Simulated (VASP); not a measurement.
# TaH3Br2 (P4/mmm) in VASP: a series of runs

The runs below take TaH3Br2 through single point, with PBE.

Program: VASP 6.6.1. These are calculated values, not measurements. Logs are shortened: lines on timing, memory, paths and dates and some standing lists are left out, and cuts for length are marked.

**1. The cell of the first run**

Symmetry: P4/mmm, No. 123, tetragonal system. The conventional cell has a = 3.458 Å, b = 3.458 Å, c = 10.949 Å, α = 90.00°, β = 90.00°, γ = 90.00°. Within 4.1 Å of Ta (site symmetry 4/mmm) lie 8 H at 3.13 Å and 4 Ta at 3.46 Å and 2 Br at 3.65 Å. Within 3.9 Å of H (site symmetry 4mm) lie 4 Br at 2.97 Å and 4 Ta at 3.13 Å and 5 H at 3.46 to 3.52 Å. Within 4.0 Å of H (site symmetry 4/mmm) lie 8 Br at 3.05 Å and 6 H at 3.46 to 3.52 Å. Within 3.9 Å of Br (site symmetry 4mm) lie 8 H at 2.97 to 3.05 Å and 5 Br at 3.46 to 3.65 Å and 1 Ta at 3.65 Å.

**2. Single point, PBE**

The input, INCAR:

```
PREC = Accurate ; ENCUT = 520
EDIFF = 1E-6 ; ISMEAR = 0
SIGMA = 0.1 ; LREAL = F
LASPH = T ; NELM = 80
ALGO = Normal ; ISIF = 2
LWAVE = F ; LCHARG = F
GGA = PE ; NBANDS = 23
```

The input, KPOINTS:

```
regular mesh
0
Gamma
  6 6 2
```

The input, POSCAR:

```
TaH3Br2
1.0
    3.4577954500      0.0000000000      0.0000000000
    0.0000000000      3.4577954500      0.0000000000
    0.0000000000      0.0000000000     10.9491566500
Ta H Br
1 3 2
Direct
    0.0000000000      0.0000000000      0.0000000000
    0.5000000000      0.5000000000      0.1787200000
    0.5000000000      0.5000000000      0.5000000000
    0.5000000000      0.5000000000      0.8212800000
    0.0000000000      0.0000000000      0.3334420000
    0.0000000000      0.0000000000      0.6665580000
```

Potentials or basis: VASP PAW PBE potentials, release 64 (Ta_pv, H, Br).

Started as:

```bash
$ cat potpaw_PBE.64/Ta_pv/POTCAR potpaw_PBE.64/H/POTCAR potpaw_PBE.64/Br/POTCAR > POTCAR
$ mpirun -np 1 vasp_std > vasp.out
```

OUTCAR:

```text
PREC = Accurate
   ENCUT = 520
   EDIFF = 1E-6
   ISMEAR = 0
   LREAL = F
   LASPH = T
   NELM = 80
   ISIF = 2
   GGA = PE

 ion  position               nearest neighbor table
   1  0.000  0.000  0.000-
   2  0.500  0.500  0.179-
   3  0.500  0.500  0.500-
   4  0.500  0.500  0.821-
   5  0.000  0.000  0.333-
   6  0.000  0.000  0.667-

  LATTYP: Found a simple tetragonal cell.
 ALAT       =     3.4577954500
 C/A-ratio  =     3.1665136959

  Lattice vectors:

 A1 = (   3.4577954500,   0.0000000000,   0.0000000000)
 A2 = (   0.0000000000,   3.4577954500,   0.0000000000)
 A3 = (   0.0000000000,   0.0000000000,  10.9491566500)

Analysis of symmetry for initial positions (statically):
=====================================================================
 Subroutine PRICEL returns:
 Original cell was already a primitive cell.

 Routine SETGRP: Setting up the symmetry group for a
 simple tetragonal supercell.

 Subroutine GETGRP returns: Found 16 space group operations
 (whereof 16 operations were pure point group operations)
 out of a pool of 16 trial point group operations.

The static configuration has the point symmetry D_4h.

Analysis of symmetry for dynamics (positions and initial velocities):
=====================================================================
 Subroutine PRICEL returns:
 Original cell was already a primitive cell.

 Routine SETGRP: Setting up the symmetry group for a
 simple tetragonal supercell.

 Subroutine GETGRP returns: Found 16 space group operations
 (whereof 16 operations were pure point group operations)
 out of a pool of 16 trial point group operations.

The dynamic configuration has the point symmetry D_4h.

 Subroutine INISYM returns: Found 16 space group operations
 (whereof 16 operations are pure point group operations),
 and found     1 'primitive' translations

----------------------------------------------------------------------------------------

                                     Primitive cell

  volume of cell :     130.9119

  direct lattice vectors                    reciprocal lattice vectors
     3.457795450  0.000000000  0.000000000     0.289201607  0.000000000  0.000000000
     0.000000000  3.457795450  0.000000000     0.000000000  0.289201607  0.000000000
     0.000000000  0.000000000 10.949156650     0.000000000  0.000000000  0.091331235

  length of vectors
     3.457795450  3.457795450 10.949156650     0.289201607  0.289201607  0.091331235

  position of ions in fractional coordinates (direct lattice)
     0.000000000  0.000000000  0.000000000
     0.500000000  0.500000000  0.178720000
     0.500000000  0.500000000  0.500000000
     0.500000000  0.500000000  0.821280000
     0.000000000  0.000000000  0.333442000
     0.000000000  0.000000000  0.666558000

  ion indices of the primitive-cell ions
   primitive index   ion index
                 1           1
                 2           2
                 3           3
                 4           4
                 5           5
                 6           6

----------------------------------------------------------------------------------------

 KPOINTS: regular mesh

Automatic generation of k-mesh.
 Grid dimensions read from file:
 generate k-points for:    6    6    2

 Generating k-lattice:

  Cartesian coordinates                     Fractional coordinates (reciprocal lattice)
     0.048200268  0.000000000  0.000000000     0.166666667  0.000000000  0.000000000
     0.000000000  0.048200268  0.000000000     0.000000000  0.166666667  0.000000000
     0.000000000  0.000000000  0.045665618     0.000000000  0.000000000  0.500000000

  Length of vectors
     0.048200268  0.048200268  0.045665618

  Shift w.r.t. Gamma in fractional coordinates (k-lattice)
     0.000000000  0.000000000  0.000000000

 Subroutine IBZKPT returns following result:
 ===========================================

 Found     20 irreducible k-points:

 Following reciprocal coordinates:
            Coordinates               Weight
  0.000000  0.000000  0.000000      1.000000
  0.166667  0.000000  0.000000      4.000000
  0.333333  0.000000  0.000000      4.000000
  0.500000  0.000000  0.000000      2.000000
  0.166667  0.166667  0.000000      4.000000
  0.333333  0.166667  0.000000      8.000000
[... 12 lines left out ...]
  0.500000  0.333333  0.500000      4.000000
  0.500000  0.500000  0.500000      1.000000
   k-points           NKPTS =     20   k-points in BZ     NKDIM =     20   number of bands    NBANDS=     23
   number of dos      NEDOS =    301   number of ions     NIONS =      6
   total plane-waves  NPLWV =  65856
   dimension x,y,z NGX =    28 NGY =   28 NGZ =   84
   dimension x,y,z NGXF=    56 NGYF=   56 NGZF=  168
   ions per type =               1   3   2
   NGX,Y,Z   is equivalent  to a cutoff of  13.46, 13.46, 12.75 a.u.
   NGXF,Y,Z  is equivalent  to a cutoff of  26.92, 26.92, 25.51 a.u.
 SYSTEM =  unknown system
[... 25 lines left out ...]
   EFERMI_NEDOS =   21; number of points for ismear=-14 and -15
   IALGO  =     38    algorithm
   IMIX   =      4    mixing-type and parameters
     AMIX     =   0.40;   BMIX     =  1.00
     AMIX_MAG =   1.60;   BMIX_MAG =  1.00
  volume/ion in A,a.u.               =      21.82       147.24
  Fermi-wavevector in a.u.,A,eV,Ry     =   0.979041  1.850120 13.041486  0.958522
  Thomas-Fermi vector in A             =   2.109864
   LORBIT       =      0    0 simple, 1 ext, 2 COOP (PROOUT), +10 PAW based schemes
   GGA     = PE    functional components
   LHFCALC =     F    Hartree Fock is set to
   AEXX    =    0.0000 exact exchange contribution
   IVDW    =     0    specifies the selected vdW correction
   LEPSILON=     F    determine dielectric tensor
   LRPA    =     F    only Hartree local field effects (RPA)
 non-spin polarized calculation
 Gauss-broadening in eV      SIGMA  =   0.10
  energy-cutoff  :      520.00
  volume of cell :      130.91
 maximum number of plane-waves:      3576
 NGX is ok and might be reduce to    28
   NGX = 13   NGY = 13   NGZ = 41

 number of electron      28.0000004 magnetization

 Free energy of the ion-electron system (eV)
  ---------------------------------------------------
  ext. energy  EPLUGINS =         0.00000000
  ---------------------------------------------------
  free energy    TOTEN  =       -15.05862649 eV

  energy without entropy =      -15.02403003  energy(sigma->0) =      -15.04132826

 E-fermi :  -0.1998     XC(G=0):  -8.3645

 val. band max:       -0.2259763057   @ k =   0.5000   0.3333   0.0000
 cond. band min:      -0.1642870400   @ k =   0.1667   0.1667   0.0000
 fundamental gap:      0.0616892658
 Fermi energy:        -0.1998207239

 k-point     1 :       0.0000    0.0000    0.0000
  band No.  band energies     occupation
      1     -36.5351      2.00000
      2     -36.2049      2.00000
      3     -36.2049      2.00000
      4     -14.3916      2.00000
      5     -14.2423      2.00000
      6      -5.4330      2.00000
[... 15 lines left out ...]
     22       8.3546      0.00000
     23       8.9838      0.00000

 k-point     2 :       0.1667    0.0000    0.0000
  band No.  band energies     occupation
      1     -36.5330      2.00000
      2     -36.2301      2.00000
      3     -36.2030      2.00000
      4     -14.2914      2.00000
      5     -14.1475      2.00000
      6      -5.0655      2.00000
[... 15 lines left out ...]
     22       7.4564      0.00000
     23       8.2844      0.00000

 k-point     3 :       0.3333    0.0000    0.0000
  band No.  band energies     occupation
      1     -36.5287      2.00000
      2     -36.2803      2.00000
      3     -36.1991      2.00000
      4     -14.0766      2.00000
      5     -13.9451      2.00000
      6      -4.1793      2.00000
[... 15 lines left out ...]
     22       5.3039      0.00000
     23       8.5164      0.00000
[... 391 lines left out ...]
 k-point    19 :       0.5000    0.3333    0.5000
  band No.  band energies     occupation
      1     -36.5203      2.00000
      2     -36.2981      2.00000
      3     -36.2713      2.00000
      4     -13.6829      2.00000
      5     -13.5703      2.00000
      6      -3.3133      2.00000
[... 15 lines left out ...]
     22       6.2799      0.00000
     23       6.8635      0.00000

 k-point    20 :       0.5000    0.5000    0.5000
  band No.  band energies     occupation
      1     -36.5183      2.00000
      2     -36.2957      2.00000
      3     -36.2957      2.00000
      4     -13.5829      2.00000
      5     -13.4735      2.00000
      6      -2.7743      2.00000
[... 15 lines left out ...]
     22       4.4890      0.00000
     23       7.1899      0.00000

------------------------ aborting loop because EDIFF is reached ----------------------------------------

  FORCE on cell =-STRESS in cart. coord.  units (eV):
  Direction    XX          YY          ZZ          XY          YZ          ZX
  --------------------------------------------------------------------------------------
  -------------------------------------------------------------------------------------
  Total      -10.1335310    -10.1335310    -13.5217395      0.0000000     -0.0000000     -0.0000000
  in kB     -124.0201114   -124.0201114   -165.4869997      0.0000000     -0.0000000     -0.0000000
  external PRESSURE =    -137.8424075 kB  Pullay stress =       0.0000000 kB

 VOLUME and BASIS-vectors are now :
 -----------------------------------------------------------------------------
  energy-cutoff  :      520.00
  volume of cell :      130.91
      direct lattice vectors                 reciprocal lattice vectors
     3.457795450  0.000000000  0.000000000     0.289201607  0.000000000  0.000000000
     0.000000000  3.457795450  0.000000000     0.000000000  0.289201607  0.000000000
     0.000000000  0.000000000 10.949156650     0.000000000  0.000000000  0.091331235

 POSITION                                       TOTAL-FORCE (eV/Angst)
 -----------------------------------------------------------------------------------
      0.00000      0.00000      0.00000        -0.000000     -0.000000      0.000000
      1.72890      1.72890      1.95683        -0.000000      0.000000     -1.402905
      1.72890      1.72890      5.47458        -0.000000     -0.000000      0.000000
      1.72890      1.72890      8.99232         0.000000      0.000000      1.402905
      0.00000      0.00000      3.65091        -0.000000      0.000000     -0.334223
      0.00000      0.00000      7.29825         0.000000      0.000000      0.334223
 -----------------------------------------------------------------------------------
    total drift:                               -0.000000     -0.000000      0.000000

  FREE ENERGIE OF THE ION-ELECTRON SYSTEM (eV)
  ---------------------------------------------------
  free  energy   TOTEN  =       -15.0586264930 eV

  energy  without entropy=      -15.0240300261  energy(sigma->0) =      -15.04132826
```

Wall time 93 s (1 thread of Intel Xeon Platinum 8375C at 2.90GHz (Ice Lake), shared host); peak memory 0.27 GiB.

What came out:

| Item | Value |
| --- | --- |
| Free energy | -15.0586 eV |
| Pressure | -13.8 GPa |
| Largest force | 1.403 eV/Å |
| Band gap on the k mesh | zero (band 14 reaches -0.03 eV, above the bottom of band 15 at -0.58 eV) |

Forces on the atoms (eV/Å):
```
Ta   0.000  0.000  0.000
H    0.000  0.000 -1.403
H    0.000  0.000  0.000
H    0.000  0.000  1.403
Br   0.000  0.000 -0.334
Br   0.000  0.000  0.334
```

Caveat: spin-orbit coupling is left out, which moves the levels of the heavy elements; forces of over 1 eV/Å act on the atoms, so gaps and moduli don't describe the material at rest.

**3. Single point, PBE, collinear spin, ferromagnetic start**

This run uses another cell than the first one, of 15.69 Å³/atom, 0.719 times its volume.

The input, INCAR:

```
  PREC = Accurate
  ENCUT = 520
  EDIFF = 1E-6
  ISMEAR = 0
  SIGMA = 0.1
  LREAL = F
  LASPH = T
  NELM = 150
  ALGO = Normal
  ISIF = 2
  LWAVE = F
  LCHARG = T
  ISPIN = 2
  MAGMOM = 1 0 0 0 0 0
  LORBIT = 11
  LMAXMIX = 4
  GGA = PE
  LELF = T
  LVHAR = T
  NBANDS = 27
```

KPOINTS is that of step 2.

The input, POSCAR:

```
TaH3Br2
1.0
    2.9184742613      0.0000000000      0.0000000000
    0.0000000000      2.9184742613      0.0000000000
    0.0000000000      0.0000000000     11.0510853263
Ta H Br
1 3 2
Direct
    0.0000000000      0.0000000000      0.0000000000
    0.5000000000      0.5000000000      0.0774998226
    0.5000000000      0.5000000000      0.5000000000
    0.5000000000      0.5000000000      0.9225001774
    0.0000000000      0.0000000000      0.2477935944
    0.0000000000      0.0000000000      0.7522064056
```

Potentials or basis: VASP PAW PBE potentials, release 64 (Ta_pv, H, Br).

Started as:

```bash
$ cat potpaw_PBE.64/Ta_pv/POTCAR potpaw_PBE.64/H/POTCAR potpaw_PBE.64/Br/POTCAR > POTCAR
$ mpirun -np 1 vasp_std > vasp.out
```

Run time: 92 s. Hardware: 1 thread of Intel Xeon Platinum 8488C (Sapphire Rapids), shared host; peak memory 0.29 GiB.

The run converged. Its results:

```
Free energy                                           : -21.7139 eV
Pressure                                              : -1.8 GPa
Largest force                                         : 0.019 eV/Å
Band gap on the k mesh                                : zero (filled and empty bands overlap)
Net moment                                            : 0.00 μB per cell
Valence electrons inside the program's atomic spheres : Ta 8.72; H 0.50, 0.35; Br 4.78
```

Forces on the atoms (eV/Å):
```
Ta   0.000  0.000  0.000
H    0.000  0.000  0.019
H    0.000  0.000  0.000
H    0.000  0.000 -0.019
Br   0.000  0.000  0.003
Br   0.000  0.000 -0.003
```

Stress tensor (GPa, compression positive):
```
-3.01  0.00  0.00
 0.00 -3.01  0.00
 0.00  0.00  0.61
```

Levels at points of the mesh, in eV from the Fermi level:
Spin up:
| k point | band 10 | band 11 | band 12 | band 13 | band 14 | band 15 | band 16 | band 17 | band 18 | band 19 |
| --- | --- | --- | --- | --- | --- | --- | --- | --- | --- | --- |
| (0.00, 0.00, 0.00) | -1.50 | -0.84 | -0.19 | -0.19 | 0.05 | 0.05 | 2.48 | 2.48 | 2.52 | 3.79 |
| (0.50, 0.00, 0.00) | -3.62 | -3.29 | -2.99 | 0.01 | 0.67 | 0.69 | 0.94 | 3.04 | 3.14 | 5.60 |
| (0.50, 0.50, 0.00) | -4.71 | -3.16 | -2.03 | -0.98 | -0.82 | -0.82 | 1.25 | 3.91 | 3.91 | 3.91 |
| (0.00, 0.00, 0.50) | -1.93 | -0.19 | -0.19 | -0.15 | 0.06 | 0.06 | 2.03 | 2.47 | 2.47 | 3.79 |
| (0.50, 0.00, 0.50) | -3.65 | -3.33 | -2.98 | 0.04 | 0.67 | 0.69 | 0.94 | 3.04 | 3.30 | 5.63 |
| (0.50, 0.50, 0.50) | -4.71 | -3.15 | -2.04 | -0.98 | -0.82 | -0.82 | 1.26 | 3.92 | 3.92 | 3.94 |
Spin down:
```csv
k point,band 12,band 13,band 14,band 15,band 16,band 17
"(0.00, 0.00, 0.00)",-0.19,-0.19,0.05,0.05,2.48,2.48
"(0.50, 0.00, 0.00)",-2.99,0.01,0.67,0.69,0.94,3.04
"(0.50, 0.50, 0.00)",-2.03,-0.98,-0.82,-0.82,1.25,3.91
"(0.00, 0.00, 0.50)",-0.19,-0.15,0.06,0.06,2.03,2.47
"(0.50, 0.00, 0.50)",-2.98,0.04,0.67,0.69,0.94,3.04
"(0.50, 0.50, 0.50)",-2.04,-0.98,-0.82,-0.82,1.26,3.92
```

Caveat: spin-orbit coupling is left out, which moves the levels of the heavy elements.

**4. Single point, PBE, collinear spin, ferromagnetic start**

The input, INCAR:

```
  PREC = Accurate
  ENCUT = 520
  EDIFF = 1E-6
  ISMEAR = 0
  SIGMA = 0.1
  LREAL = False
  LASPH = True
  NELM = 150
  ALGO = Normal
  ISIF = 2
  LWAVE = False
  LCHARG = True
  ISPIN = 2
  MAGMOM = 1 0 0 0 0 0
  LORBIT = 11
  LMAXMIX = 4
  GGA = PE
  LELF = True
  LVHAR = True
  NBANDS = 27
```

KPOINTS is that of step 3.

The input, POSCAR:

```
TaH3Br2
1.0
    3.4577954500      0.0000000000      0.0000000000
    0.0000000000      3.4577954500      0.0000000000
    0.0000000000      0.0000000000     10.9491566500
Ta H Br
1 3 2
Direct
    0.0000000000      0.0000000000      0.0000000000
    0.5000000000      0.5000000000      0.1787200000
    0.5000000000      0.5000000000      0.5000000000
    0.5000000000      0.5000000000      0.8212800000
    0.0000000000      0.0000000000      0.3334420000
    0.0000000000      0.0000000000      0.6665580000
```

Started as:

```bash
$ cat potpaw_PBE.64/Ta_pv/POTCAR potpaw_PBE.64/H/POTCAR potpaw_PBE.64/Br/POTCAR > POTCAR
$ mpirun -np 1 vasp_std > vasp.out
```

It took 3.4 min on 1 thread of Intel Xeon Platinum 8488C (Sapphire Rapids), shared host; peak memory 0.36 GiB.

Results (log left out):

```
Free energy                                           : -15.3173 eV
Pressure                                              : -13.3 GPa
Largest force                                         : 1.384 eV/Å
Net moment                                            : -0.41 μB per cell
Site moments                                          : Ta +0.16; H -0.02, -0.31; Br +0.06 μB
Valence electrons inside the program's atomic spheres : Ta 8.24; H 0.34, 0.35; Br 4.69
```

Forces in eV/Å, atoms in the order of the input:
```
Ta   0.000  0.000  0.000
H    0.000  0.000 -1.384
H    0.000  0.000  0.000
H    0.000  0.000  1.384
Br   0.000  0.000 -0.803
Br   0.000  0.000  0.803
```

Stress tensor (GPa, compression positive):
```
-12.55   0.00   0.00
  0.00 -12.55   0.00
  0.00   0.00 -14.85
```

Levels at points of the mesh, in eV from the Fermi level:
Spin up:
```tsv
k point	band 12	band 13	band 14	band 15	band 16	band 17
(0.00, 0.00, 0.00)	-0.26	-0.16	-0.16	-0.09	0.88	0.88
(0.50, 0.00, 0.00)	-1.39	0.10	0.18	0.49	0.63	1.06
(0.50, 0.50, 0.00)	-0.84	-0.60	-0.48	-0.48	0.79	0.83
(0.00, 0.00, 0.50)	-0.28	-0.13	-0.13	0.31	0.88	0.88
(0.50, 0.00, 0.50)	-1.33	0.08	0.21	0.63	0.81	1.06
(0.50, 0.50, 0.50)	-1.23	-0.62	-0.49	-0.49	0.83	1.07
```
Spin down:
```tsv
k point	band 12	band 13	band 14	band 15	band 16	band 17
(0.00, 0.00, 0.00)	-0.18	-0.09	-0.07	-0.07	0.64	1.15
(0.50, 0.00, 0.00)	-1.33	-0.12	0.19	0.27	0.52	0.73
(0.50, 0.50, 0.00)	-1.22	-0.78	-0.77	-0.23	-0.23	0.80
(0.00, 0.00, 0.50)	-0.20	-0.05	-0.05	0.33	0.49	1.14
(0.50, 0.00, 0.50)	-1.34	-0.25	0.17	0.29	0.73	0.86
(0.50, 0.50, 0.50)	-1.30	-1.18	-0.66	-0.24	-0.24	0.75
```

Caveat: spin-orbit coupling is left out, which moves the levels of the heavy elements; forces of over 1 eV/Å act on the atoms, so gaps and moduli don't describe the material at rest.

**5. Overview**

```csv
spin,cell,gap on the mesh (eV),pressure (GPa),moment (μB),largest force (eV/Å)
off,"a = 3.458, b = 3.458, c = 10.949 Å, 6 atoms",none,-13.8,-,1.40
"collinear, ferromagnetic start","a = 2.918, b = 2.918, c = 11.051 Å, 6 atoms",none,-1.8,0.00,0.02
"collinear, ferromagnetic start","a = 3.458, b = 3.458, c = 10.949 Å, 6 atoms",none,-13.3,0.41,1.38
```

Alike in all rows: task single point; level PBE; potentials or basis VASP PAW PBE potentials, release 64 (Ta_pv, H, Br); k mesh 6 × 6 × 2; cutoff (eV) 520; smearing gaussian 0.1 eV.

Caveats: spin-orbit coupling is left out, which moves the levels of the heavy elements; forces of over 1 eV/Å act on the atoms, so gaps and moduli don't describe the material at rest (some runs).

Total energies depend on the potentials used, so only differences within one code and one set of settings carry meaning.
